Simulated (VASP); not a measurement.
# SrFe3 (Pm-3m) in VASP: notebook

The runs below take SrFe3 through single point, with PBEsol.

Program: VASP 6.6.1. These are calculated values, not measurements. Logs are shortened: lines on timing, memory, paths and dates and some standing lists are left out, and cuts for length are marked.

**1. The cell of the first run**

Symmetry: Pm-3m, No. 221, cubic system. Conventional cell: a = 4.001 Å, b = 4.001 Å, c = 4.001 Å, α = 90.00°, β = 90.00°, γ = 90.00°. Within 3.7 Å of Sr (site symmetry m-3m) lie 12 Fe at 2.83 Å. Within 3.7 Å of Fe (site symmetry 4/mmm) lie 4 Sr at 2.83 Å and 8 Fe at 2.83 Å.

**2. Single point, PBEsol, collinear spin, ferromagnetic start**

Input file INCAR:

```
PREC = Accurate
ENCUT = 520
EDIFF = 1E-6
ISMEAR = 0
SIGMA = 0.05
LREAL = F
LASPH = T
NELM = 150
ALGO = Normal
ISIF = 2
LWAVE = F
LCHARG = F
ISPIN = 2
MAGMOM = 0 2.84 2.84 2.84
LORBIT = 11
LMAXMIX = 4
GGA = PS
NBANDS = 29
```

Input file KPOINTS:

```
regular mesh
0
Gamma
  8 8 8
```

Input file POSCAR:

```
SrFe3
1.0
    4.0010608468      0.0000000000      0.0000000000
    0.0000000000      4.0010608468      0.0000000000
    0.0000000000      0.0000000000      4.0010608468
Sr Fe
1 3
Direct
    0.0000000000      0.0000000000      0.0000000000
    0.0000000000      0.5000000000      0.5000000000
    0.5000000000      0.5000000000      0.0000000000
    0.5000000000      0.0000000000      0.5000000000
```

Potentials or basis: VASP PAW PBE potentials, release 64 (Sr_sv, Fe).

On the command line:

```sh
cat potpaw_PBE.64/Sr_sv/POTCAR potpaw_PBE.64/Fe/POTCAR > POTCAR
mpirun -np 1 vasp_std > vasp.out
```

OUTCAR:

```text
PREC = Accurate
   ENCUT = 520
   EDIFF = 1E-6
   ISMEAR = 0
   LREAL = F
   LASPH = T
   NELM = 150
   ISIF = 2
   ISPIN = 2
   LORBIT = 11
   GGA = PS

 ion  position               nearest neighbor table
   1  0.000  0.000  0.000-   2 2.83   3 2.83   4 2.83   2 2.83   4 2.83   2 2.83   3 2.83   2 2.83
                             3 2.83   4 2.83   4 2.83   3 2.83
   2  0.000  0.500  0.500-   1 2.83   3 2.83   4 2.83   1 2.83   3 2.83   1 2.83   4 2.83   1 2.83
                             3 2.83   4 2.83   3 2.83   4 2.83
   3  0.500  0.500  0.000-   1 2.83   2 2.83   4 2.83   2 2.83   4 2.83   1 2.83   4 2.83   4 2.83
                             1 2.83   2 2.83   2 2.83   1 2.83
   4  0.500  0.000  0.500-   1 2.83   2 2.83   3 2.83   1 2.83   3 2.83   2 2.83   3 2.83   3 2.83
                             1 2.83   2 2.83   1 2.83   2 2.83

  LATTYP: Found a simple cubic cell.
 ALAT       =     4.0010608468

  Lattice vectors:

 A1 = (   4.0010608468,   0.0000000000,   0.0000000000)
 A2 = (   0.0000000000,   4.0010608468,   0.0000000000)
 A3 = (   0.0000000000,   0.0000000000,   4.0010608468)

Analysis of symmetry for initial positions (statically):
=====================================================================
 Subroutine PRICEL returns:
 Original cell was already a primitive cell.

 Routine SETGRP: Setting up the symmetry group for a
 simple cubic supercell.

 Subroutine GETGRP returns: Found 48 space group operations
 (whereof 48 operations were pure point group operations)
 out of a pool of 48 trial point group operations.

The static configuration has the point symmetry O_h .

Analysis of symmetry for dynamics (positions and initial velocities):
=====================================================================
 Subroutine PRICEL returns:
 Original cell was already a primitive cell.

 Routine SETGRP: Setting up the symmetry group for a
 simple cubic supercell.

 Subroutine GETGRP returns: Found 48 space group operations
 (whereof 48 operations were pure point group operations)
 out of a pool of 48 trial point group operations.

The dynamic configuration has the point symmetry O_h .

Analysis of structural, dynamic, and magnetic symmetry:
=====================================================================
 Subroutine PRICEL returns:
 Original cell was already a primitive cell.

[... 131 lines left out ...]
     AMIX_MAG =   1.60;   BMIX_MAG =  1.00
  volume/ion in A,a.u.               =      16.01       108.06
  Fermi-wavevector in a.u.,A,eV,Ry     =   1.325539  2.504906 23.906181  1.757055
  Thomas-Fermi vector in A             =   2.454993
   LORBIT       =     11    0 simple, 1 ext, 2 COOP (PROOUT), +10 PAW based schemes
   GGA     = PS    functional components
   LHFCALC =     F    Hartree Fock is set to
   AEXX    =    0.0000 exact exchange contribution
   IVDW    =     0    specifies the selected vdW correction
   LEPSILON=     F    determine dielectric tensor
   LRPA    =     F    only Hartree local field effects (RPA)
 spin polarized calculation
 Gauss-broadening in eV      SIGMA  =   0.05
  energy-cutoff  :      520.00
  volume of cell :       64.05
 maximum number of plane-waves:      1751
 NGX is ok and might be reduce to    30
   NGX = 15   NGY = 15   NGZ = 15

 number of electron      34.0000037 magnetization       7.4765207

 Free energy of the ion-electron system (eV)
  ---------------------------------------------------
  ext. energy  EPLUGINS =         0.00000000
  ---------------------------------------------------
  free energy    TOTEN  =       -24.65158922 eV

  energy without entropy =      -24.64459518  energy(sigma->0) =      -24.64809220

 E-fermi :   4.5158     XC(G=0): -11.7024

 val. band max:        4.5153747443   @ k =   0.2500   0.0000   0.0000
 cond. band min:       4.5173556845   @ k =   0.3750   0.3750   0.2500
 fundamental gap:      0.0019809402
 Fermi energy:         4.5158253953

 spin component 1

 k-point     1 :       0.0000    0.0000    0.0000
  band No.  band energies     occupation
      1     -29.3110      1.00000
      2     -11.5568      1.00000
      3     -11.5568      1.00000
      4     -11.5568      1.00000
      5      -2.1147      1.00000
      6       0.3664      1.00000
[... 757 lines left out ...]
     28      12.0588      0.00000
     29      14.0400      0.00000

 [... further k-points ...]

 spin component 2

 k-point     1 :       0.0000    0.0000    0.0000
  band No.  band energies     occupation
      1     -29.3557      1.00000
      2     -11.6164      1.00000
      3     -11.6164      1.00000
      4     -11.6164      1.00000
      5      -1.8275      1.00000
      6       1.6117      1.00000
[... 757 lines left out ...]
     28      12.5179      0.00000
     29      14.5827      0.00000

 [... further k-points ...]
[... 5 lines left out ...]
  --------------------------------------------------------------------------------------
  -------------------------------------------------------------------------------------
  Total        0.1568382      0.1568382      0.1568382     -0.0000000     -0.0000000      0.0000000
  in kB        3.9231682      3.9231682      3.9231682     -0.0000000     -0.0000000      0.0000000
  external PRESSURE =       3.9231682 kB  Pullay stress =       0.0000000 kB

 VOLUME and BASIS-vectors are now :
 -----------------------------------------------------------------------------
  energy-cutoff  :      520.00
  volume of cell :       64.05
      direct lattice vectors                 reciprocal lattice vectors
     4.001060847  0.000000000  0.000000000     0.249933715  0.000000000  0.000000000
     0.000000000  4.001060847  0.000000000     0.000000000  0.249933715  0.000000000
     0.000000000  0.000000000  4.001060847     0.000000000  0.000000000  0.249933715

 POSITION                                       TOTAL-FORCE (eV/Angst)
 -----------------------------------------------------------------------------------
      0.00000      0.00000      0.00000         0.000000      0.000000      0.000000
      0.00000      2.00053      2.00053         0.000000      0.000000      0.000000
      2.00053      2.00053      0.00000         0.000000      0.000000      0.000000
      2.00053      0.00000      2.00053         0.000000      0.000000      0.000000
 -----------------------------------------------------------------------------------
    total drift:                                0.000000      0.000000     -0.000000

  FREE ENERGIE OF THE ION-ELECTRON SYSTEM (eV)
  ---------------------------------------------------
  free  energy   TOTEN  =       -24.6515892215 eV

  energy  without entropy=      -24.6445951751  energy(sigma->0) =      -24.64809220

 total charge

# of ion       s       p       d       tot
------------------------------------------
    1        2.091   5.728   0.529   8.349
    2        0.440   0.314   6.191   6.945
    3        0.440   0.314   6.191   6.945
    4        0.440   0.314   6.191   6.945
--------------------------------------------------
tot          3.412   6.669  19.103  29.185

 magnetization (x)

# of ion       s       p       d       tot
------------------------------------------
    1       -0.009  -0.002  -0.076  -0.087
    2       -0.004  -0.014   2.552   2.534
    3       -0.004  -0.014   2.552   2.534
    4       -0.004  -0.014   2.552   2.534
--------------------------------------------------
tot         -0.021  -0.046   7.581   7.515
```

Run time: 2.6 min. Hardware: 1 thread of Oxide Virtual Turin-like, shared host; peak memory 0.22 GiB.

Results:

```
Free energy                                           : -24.6516 eV
Pressure                                              : 0.4 GPa
Net moment                                            : 7.48 μB per cell
Site moments                                          : Sr -0.09; Fe +2.53 μB
Valence electrons inside the program's atomic spheres : Sr 8.35; Fe 6.95
```

Caveat: the PAW data sets were made with another functional, which shifts forces and pressure a little.

**3. Single point, PBEsol, collinear spin, ferromagnetic start (volume scaled by 1.020)**

Input file INCAR:

```
ALGO     = Normal         # electronic algorithm
EDIFF    = 1E-6           # SCF threshold, eV
ENCUT    = 520            # plane-wave cutoff, eV
GGA      = PS             # functional
ISIF     = 2              # what is computed and relaxed
ISMEAR   = 0              # smearing method
ISPIN    = 2              # spin polarisation
LASPH    = T              # aspherical terms in the spheres
LCHARG   = F              # write CHGCAR
LMAXMIX  = 4              # l up to which the mixer works
LORBIT   = 11             # projections on sites
LREAL    = F              # projectors in reciprocal space
LWAVE    = F              # write WAVECAR
MAGMOM   = 0 2.84 2.84 2.84 # initial moments
NBANDS   = 29             # bands
NELM     = 150            # most SCF steps
PREC     = Accurate       # precision mode
SIGMA    = 0.05           # smearing width, eV
```

Input file KPOINTS:

```
k-points
0
Gamma
  8 8 8
```

Input file POSCAR:

```
SrFe3
1.0
    4.0275587107      0.0000000000      0.0000000000
    0.0000000000      4.0275587107      0.0000000000
    0.0000000000      0.0000000000      4.0275587107
Sr Fe
1 3
Direct
    0.0000000000      0.0000000000      0.0000000000
    0.0000000000      0.5000000000      0.5000000000
    0.5000000000      0.5000000000      0.0000000000
    0.5000000000      0.0000000000      0.5000000000
```

Potentials or basis: VASP PAW PBE potentials, release 64 (Sr_sv, Fe).

On the command line:

```sh
cat potpaw_PBE.64/Sr_sv/POTCAR potpaw_PBE.64/Fe/POTCAR > POTCAR
mpirun -np 1 vasp_std > vasp.out
```

Run time: 2.2 min. Hardware: 1 thread of Oxide Virtual Turin-like, shared host; peak memory 0.22 GiB.

Results (log left out):

| Property | Result |
| --- | --- |
| Free energy | -24.6486 eV |
| Pressure | -1.1 GPa |
| Net moment | 7.53 μB per cell |
| Site moments | Sr -0.09; Fe +2.55 μB |
| Valence electrons inside the program's atomic spheres | Sr 8.32; Fe 6.92 |

Levels at points of the mesh, in eV from the Fermi level:
Spin up:
```csv
k point,band 18,band 19,band 20,band 21,band 22,band 23,band 24,band 25
"(0.00, 0.00, 0.00)",-0.91,-0.91,-0.91,2.83,2.83,2.84,2.84,2.84
"(0.50, 0.00, 0.00)",-1.88,-1.88,-1.63,-0.91,2.23,2.23,2.59,6.40
"(0.50, 0.50, 0.00)",-2.10,-1.96,-1.59,-0.84,0.84,0.84,3.46,3.46
"(0.50, 0.50, 0.50)",-1.11,-1.11,-0.68,1.44,1.44,1.44,1.91,1.91
```
Spin down:
```tsv
k point	band 11	band 12	band 13	band 14	band 15	band 16
(0.00, 0.00, 0.00)	-1.72	0.13	0.13	0.13	1.22	1.22
(0.50, 0.00, 0.00)	-0.84	-0.54	-0.54	-0.51	0.32	0.48
(0.50, 0.50, 0.00)	-0.73	-0.58	-0.58	-0.03	-0.03	0.09
(0.50, 0.50, 0.50)	-0.38	-0.38	0.35	0.36	0.36	0.44
```

Caveat: the PAW data sets were made with another functional, which shifts forces and pressure a little.

**4. Single point, PBEsol, collinear spin, ferromagnetic start (volume scaled by 1.040)**

Input file INCAR:

```
SYSTEM = SrFe3
PREC = Accurate
ENCUT = 520
EDIFF = 1E-7
ISMEAR = 0
SIGMA = 0.05
LREAL = .False.
LASPH = .True.
NELM = 150
ALGO = Normal
ISIF = 2
LWAVE = .False.
LCHARG = .False.
ISPIN = 2
MAGMOM = 0 2.86 2.86 2.86
LORBIT = 11
LMAXMIX = 4
GGA = PS
NBANDS = 29
```

Input file KPOINTS:

```
regular mesh
0
Gamma
  8 8 8
  0 0 0
```

Input file POSCAR:

```
SrFe3
1.0
    4.0537124222      0.0000000000      0.0000000000
    0.0000000000      4.0537124222      0.0000000000
    0.0000000000      0.0000000000      4.0537124222
Sr Fe
1 3
Direct
    0.0000000000      0.0000000000      0.0000000000
    0.0000000000      0.5000000000      0.5000000000
    0.5000000000      0.5000000000      0.0000000000
    0.5000000000      0.0000000000      0.5000000000
```

Potentials or basis: VASP PAW PBE potentials, release 64 (Sr_sv, Fe).

On the command line:

```sh
cat potpaw_PBE.64/Sr_sv/POTCAR potpaw_PBE.64/Fe/POTCAR > POTCAR
mpirun -np 1 vasp_std > vasp.out
```

OUTCAR:

```text
SYSTEM = SrFe3
   PREC = Accurate
   ENCUT = 520
   EDIFF = 1E-7
   ISMEAR = 0
   LREAL = .False.
   LASPH = .True.
   NELM = 150
   ISIF = 2
   ISPIN = 2
   LORBIT = 11
   GGA = PS

 ion  position               nearest neighbor table
   1  0.000  0.000  0.000-   2 2.87   3 2.87   4 2.87   2 2.87   4 2.87   2 2.87   3 2.87   2 2.87
                             3 2.87   4 2.87   4 2.87   3 2.87
   2  0.000  0.500  0.500-   1 2.87   3 2.87   4 2.87   1 2.87   3 2.87   1 2.87   4 2.87   1 2.87
                             3 2.87   4 2.87   3 2.87   4 2.87
   3  0.500  0.500  0.000-   1 2.87   2 2.87   4 2.87   2 2.87   4 2.87   1 2.87   4 2.87   4 2.87
                             1 2.87   2 2.87   2 2.87   1 2.87
   4  0.500  0.000  0.500-   1 2.87   2 2.87   3 2.87   1 2.87   3 2.87   2 2.87   3 2.87   3 2.87
                             1 2.87   2 2.87   1 2.87   2 2.87

  LATTYP: Found a simple cubic cell.
 ALAT       =     4.0537124222

  Lattice vectors:

 A1 = (   4.0537124222,   0.0000000000,   0.0000000000)
 A2 = (   0.0000000000,   4.0537124222,   0.0000000000)
 A3 = (   0.0000000000,   0.0000000000,   4.0537124222)

Analysis of symmetry for initial positions (statically):
[... 1746 lines left out ...]
  --------------------------------------------------------------------------------------
  -------------------------------------------------------------------------------------
  Total       -1.0422896     -1.0422896     -1.0422896     -0.0000000     -0.0000000      0.0000000
  in kB      -25.0691841    -25.0691841    -25.0691841     -0.0000000     -0.0000000      0.0000000
  external PRESSURE =     -25.0691841 kB  Pullay stress =       0.0000000 kB

 VOLUME and BASIS-vectors are now :
 -----------------------------------------------------------------------------
  energy-cutoff  :      520.00
  volume of cell :       66.61
      direct lattice vectors                 reciprocal lattice vectors
     4.053712422  0.000000000  0.000000000     0.246687455  0.000000000  0.000000000
     0.000000000  4.053712422  0.000000000     0.000000000  0.246687455  0.000000000
     0.000000000  0.000000000  4.053712422     0.000000000  0.000000000  0.246687455

 POSITION                                       TOTAL-FORCE (eV/Angst)
 -----------------------------------------------------------------------------------
      0.00000      0.00000      0.00000         0.000000      0.000000      0.000000
      0.00000      2.02686      2.02686         0.000000      0.000000      0.000000
      2.02686      2.02686      0.00000         0.000000      0.000000      0.000000
      2.02686      0.00000      2.02686         0.000000      0.000000      0.000000
 -----------------------------------------------------------------------------------
    total drift:                                0.000000      0.000000     -0.000000

  FREE ENERGIE OF THE ION-ELECTRON SYSTEM (eV)
  ---------------------------------------------------
  free  energy   TOTEN  =       -24.6339392652 eV

  energy  without entropy=      -24.6274667127  energy(sigma->0) =      -24.63070299

 total charge

# of ion       s       p       d       tot
------------------------------------------
    1        2.086   5.727   0.490   8.303
    2        0.432   0.298   6.170   6.899
    3        0.432   0.298   6.170   6.899
    4        0.432   0.298   6.170   6.899
--------------------------------------------------
tot          3.381   6.620  18.999  29.001

 magnetization (x)

# of ion       s       p       d       tot
------------------------------------------
    1       -0.008  -0.005  -0.075  -0.088
    2       -0.003  -0.014   2.593   2.576
    3       -0.003  -0.014   2.593   2.576
    4       -0.003  -0.014   2.593   2.576
--------------------------------------------------
tot         -0.017  -0.047   7.704   7.640
```

OSZICAR:

```text
N       E                     dE             d eps       ncg     rms          rms(c)
DAV:   1     0.272324819943E+03    0.27232E+03   -0.14807E+04  4060   0.133E+03
DAV:   2    -0.941290912333E+01   -0.28174E+03   -0.26482E+03  4068   0.316E+02
DAV:   3    -0.291631740159E+02   -0.19750E+02   -0.18281E+02  4685   0.972E+01
DAV:   4    -0.302875536987E+02   -0.11244E+01   -0.11143E+01  6210   0.188E+01
DAV:   5    -0.303129496688E+02   -0.25396E-01   -0.25376E-01  5711   0.232E+00    0.649E+01
DAV:   6    -0.346118470802E+02   -0.42989E+01   -0.10679E+02  5223   0.114E+02    0.395E+01
DAV:   7    -0.246431593463E+02    0.99687E+01   -0.46392E+01  4580   0.721E+01    0.171E+01
DAV:   8    -0.247220593058E+02   -0.78900E-01   -0.17312E+00  5380   0.770E+00    0.114E+01
DAV:   9    -0.246660576138E+02    0.56002E-01   -0.18955E-01  6000   0.318E+00    0.643E+00
DAV:  10    -0.246387909691E+02    0.27267E-01   -0.45282E-02  5503   0.211E+00    0.279E+00
DAV:  11    -0.246338327539E+02    0.49582E-02   -0.11502E-02  6236   0.105E+00    0.866E-01
DAV:  12    -0.246338405080E+02   -0.77540E-05   -0.13421E-03  5972   0.297E-01    0.399E-01
DAV:  13    -0.246339474005E+02   -0.10689E-03   -0.25454E-04  5578   0.141E-01    0.289E-01
DAV:  14    -0.246339452189E+02    0.21815E-05   -0.58709E-05  5924   0.606E-02    0.148E-01
DAV:  15    -0.246339409987E+02    0.42203E-05   -0.12151E-05  5911   0.241E-02    0.749E-02
DAV:  16    -0.246339396337E+02    0.13650E-05   -0.46229E-06  6311   0.147E-02    0.315E-02
DAV:  17    -0.246339392383E+02    0.39533E-06   -0.66816E-07  4523   0.625E-03    0.381E-03
DAV:  18    -0.246339392652E+02   -0.26834E-07   -0.65162E-08  2488   0.205E-03
   1 F= -.24633939E+02 E0= -.24630703E+02  d E =-.647255E-02  mag=     7.5885
```

Run time: 2.5 min. Hardware: 1 thread of Oxide Virtual Turin-like, shared host; peak memory 0.22 GiB.

What came out:

```yaml
Free_energy: -24.6339 eV
Pressure: -2.5 GPa
Net_moment: 7.59 μB per cell
Site_moments: Sr -0.09; Fe +2.58 μB
Valence_electrons_inside_the_program's_atomic_spheres: Sr 8.30; Fe 6.90
```

Levels at points of the mesh, in eV from the Fermi level:
Spin up:
```
           k point  band 17  band 18  band 19  band 20  band 21  band 22  band 23  band 24  band 25  band 26
(0.00, 0.00, 0.00)    -1.28    -0.96    -0.96    -0.96     2.76     2.76     2.78     2.78     2.78     6.84
(0.50, 0.00, 0.00)    -2.00    -1.89    -1.89    -1.66    -0.96     2.20     2.20     2.55     6.28     6.34
(0.50, 0.50, 0.00)    -2.22    -2.11    -1.97    -1.61    -0.83     0.75     0.75     3.43     3.43     6.56
(0.50, 0.50, 0.50)    -1.15    -1.15    -1.15    -0.66     1.37     1.37     1.37     1.83     1.83     1.83
```
Spin down:
| k point | band 11 | band 12 | band 13 | band 14 | band 15 | band 16 |
| --- | --- | --- | --- | --- | --- | --- |
| (0.00, 0.00, 0.00) | -1.66 | 0.15 | 0.15 | 0.15 | 1.21 | 1.21 |
| (0.50, 0.00, 0.00) | -0.81 | -0.52 | -0.52 | -0.47 | 0.32 | 0.49 |
| (0.50, 0.50, 0.00) | -0.70 | -0.56 | -0.56 | -0.02 | 0.00 | 0.11 |
| (0.50, 0.50, 0.50) | -0.35 | -0.35 | 0.37 | 0.37 | 0.37 | 0.45 |

Caveat: the PAW data sets were made with another functional, which shifts forces and pressure a little.

**5. The runs side by side**

```tsv
cell	gap on the mesh (eV)	pressure (GPa)	moment (μB)
a = 4.001 Å, 4 atoms	none	0.4	7.48
a = 4.028 Å, 4 atoms	none	-1.1	7.53
a = 4.054 Å, 4 atoms	none	-2.5	7.59
```

Alike in all rows: task single point; level PBEsol; potentials or basis VASP PAW PBE potentials, release 64 (Sr_sv, Fe); spin collinear, ferromagnetic start; k mesh 8 × 8 × 8; cutoff (eV) 520; smearing gaussian 0.05 eV.

Caveats: the PAW data sets were made with another functional, which shifts forces and pressure a little.

Total energies depend on the potentials used, so only differences within one code and one set of settings carry meaning.
